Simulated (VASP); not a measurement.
A run of VASP 6.6.1:

INCAR

```
PREC = Accurate
ENCUT = 520
EDIFF = 1E-6
ISMEAR = 0
SIGMA = 0.02
LREAL = F
LASPH = T
NELM = 80
ALGO = Normal
ISIF = 2
LWAVE = F
LCHARG = T
GGA = PE
LELF = T
LVHAR = T
NBANDS = 12
```

File KPOINTS:

```
Automatic mesh
0
Gamma
  10 10 10
```

The input POSCAR:

```
LiF
1.0
    0.0000000000      1.9493607125      1.9493607125
    1.9493607125      0.0000000000      1.9493607125
    1.9493607125      1.9493607125      0.0000000000
Li F
1 1
Direct
    0.5000000000      0.5000000000      0.5000000000
    0.0000000000      0.0000000000      0.0000000000
```

Potentials or basis: VASP PAW PBE potentials, release 64 (Li_sv, F).

Launch:

```console
$ cat potpaw_PBE.64/Li_sv/POTCAR potpaw_PBE.64/F/POTCAR > POTCAR
$ mpirun -np 1 vasp_std > vasp.out
```

Hardware: 1 thread of AMD EPYC 9R45 96-Core Processor (Zen 5) (shared host).

How long does it take, and how much memory?

Wall time 6.5 s on 1 thread of AMD EPYC 9R45 96-Core Processor (Zen 5), with other jobs on the host, peak memory 0.1 GiB. Counts: scf iterations 13, k points 47.
